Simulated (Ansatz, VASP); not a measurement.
## One calculation of PbS, two programs

Contents of INCAR:

```
SYSTEM = PbS
PREC = Accurate
ENCUT = 500
EDIFF = 1E-6
ISMEAR = -1
SIGMA = 0.02
LREAL = .False.
LASPH = .True.
NELM = 120
ALGO = Normal
ISIF = 2
LWAVE = .False.
LCHARG = .False.
NBANDS = 28
GGA_COMPAT = .False.
```

Contents of KPOINTS:

```
regular mesh
0
Gamma
  12 12 4
  0 0 0
```

POSCAR

```
PbS
1.0
    4.1234513013      0.0000000000      0.0000000000
   -2.0617256507      3.5710135782      0.0000000000
    0.0000000000      0.0000000000      7.3337316572
Pb S
2 2
Direct
    0.0000000000      0.0000000000      0.0000000000
    0.0000000000      0.0000000000      0.5000000000
    0.3333333333      0.6666666667      0.2500000000
    0.6666666667      0.3333333333      0.7500000000
```

Input for Ansatz:

```yaml
crystal:
  lattice:
    - [4.1234513013, 0.0, 0.0]
    - [-2.0617256507, 3.5710135782, 0.0]
    - [0.0, 0.0, 7.3337316572]
  atoms:
    - { symbol: Pb, position: [0.0, 0.0, 0.0] }
    - { symbol: Pb, position: [0.0, 0.0, 0.5] }
    - { symbol: S, position: [0.3333333333, 0.6666666667, 0.25] }
    - { symbol: S, position: [0.6666666667, 0.3333333333, 0.75] }
kpoints:
  mp_grid: { grid: [12, 12, 4] }
  band_path:
    path:
      - [0.0, 0.0, 0.0]
      - [0.5, 0.0, 0.0]
      - [0.3333333333, 0.3333333333, 0.0]
      - [0.0, 0.0, 0.5]
      - [0.5, 0.0, 0.5]
      - [0.3333333333, 0.3333333333, 0.5]
    npoints: 1
hamiltonian:
  xc: lda
scf:
  occupations: { method: fermi_dirac, width: 0.02 }
  n_extra_bands: 5
output:
  forces: true
  stress: true
  eigenvalues: true
```

Alike in both runs: task single point; functional LDA; k mesh 12 × 12 × 4; occupations fermi-dirac, width 0.02 eV; no spin polarisation.

|  | VASP | Ansatz |
| --- | --- | --- |
| version | VASP 6.6.1 | Ansatz 0.2.0 |
| potentials or method | VASP PAW LDA potentials, release 64 (Pb_d, S) | plane waves, PAW |
| plane-wave cutoff (eV) | 500 | 420 |
| valence electrons in the cell | 40 | 40 |

|  | VASP | Ansatz | Ansatz less VASP |
| --- | --- | --- | --- |
| pressure (GPa) | -3.5 | -3.6 | -0.04 |
| traceless stress, the component that is largest in VASP (GPa) | -0.31 | -0.34 | -0.025 |

LDA's correlation is that of Perdew and Zunger in VASP and of Perdew and Wang (1992) in Ansatz.

Spin-orbit coupling is off throughout.
